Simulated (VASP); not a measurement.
Wanted: the native input for a VASP 6.6.1 run.

| Item | Value |
| --- | --- |
| Task | single point |
| Functional | r2SCAN |
| Potentials or basis | VASP PAW PBE potentials, release 64 (S, Mg_sv) |
| Cutoff | 920 eV |
| k mesh | 8 × 8 × 8 |
| Occupations | fermi-dirac, width 0.05 eV |
| Spin | no spin polarisation |
| Dipole correction | no |
| Further INCAR settings | ALGO = Normal; EDIFF = 1e-06; NBANDS = 15 |

MgS:

```
CELL_PARAMETERS angstrom
0.00000 2.77529 2.77529
2.77529 0.00000 2.77529
2.77529 2.77529 0.00000
ATOMIC_POSITIONS crystal
S 0.25000 0.25000 0.25000
Mg 0.00000 0.00000 0.00000
```

One way to write it, as run:

POSCAR

```
MgS
1.0
    0.0000000000      2.7752850422      2.7752850422
    2.7752850422      0.0000000000      2.7752850422
    2.7752850422      2.7752850422      0.0000000000
S Mg
1 1
Direct
    0.2500000000      0.2500000000      0.2500000000
    0.0000000000      0.0000000000      0.0000000000
```

INCAR.step1

```
SYSTEM = MgS
  ALGO = Normal
  EDIFF = 1E-5
  ENCUT = 920
  GGA = PE
  GGA_COMPAT = .FALSE.
  ISMEAR = -1
  LASPH = .TRUE.
  LCHARG = .FALSE.
  LREAL = .FALSE.
  LWAVE = .TRUE.
  NBANDS = 15
  NELM = 120
  PREC = Accurate
  SIGMA = 0.05
```

INCAR.step2

```
SYSTEM = MgS
  ALGO = Normal
  EDIFF = 1E-6
  ENCUT = 920
  GGA_COMPAT = .FALSE.
  ISIF = 2
  ISMEAR = -1
  ISTART = 1
  LASPH = .TRUE.
  LCHARG = .TRUE.
  LELF = .TRUE.
  LMIXTAU = .TRUE.
  LREAL = .FALSE.
  LVHAR = .TRUE.
  LWAVE = .FALSE.
  METAGGA = R2SCAN
  NBANDS = 15
  NELM = 120
  PREC = Accurate
  SIGMA = 0.05
```

KPOINTS

```
k-points
0
G
  8 8 8
  0 0 0
```

Potentials or basis: VASP PAW PBE potentials, release 64 (S, Mg_sv).

Launch:

```sh
$ cat potpaw_PBE.64/S/POTCAR potpaw_PBE.64/Mg_sv/POTCAR > POTCAR
$ cp INCAR.step1 INCAR
$ mpirun -np 1 vasp_std > vasp.out
$ cp INCAR.step2 INCAR
$ mpirun -np 1 vasp_std > vasp.out
```

Results of the run:

- Pressure: 4.2 GPa
- Band gap on the k mesh: 4.28 eV (least direct gap 4.47 eV)

Caveat: the cell stands under pressure; the PAW data sets were made with another functional, which shifts forces and pressure a little.

It took 69 s on 1 thread of Intel(R) Xeon(R) 6975P-C (Granite Rapids), with other jobs on the host, peak memory 0.27 GiB.
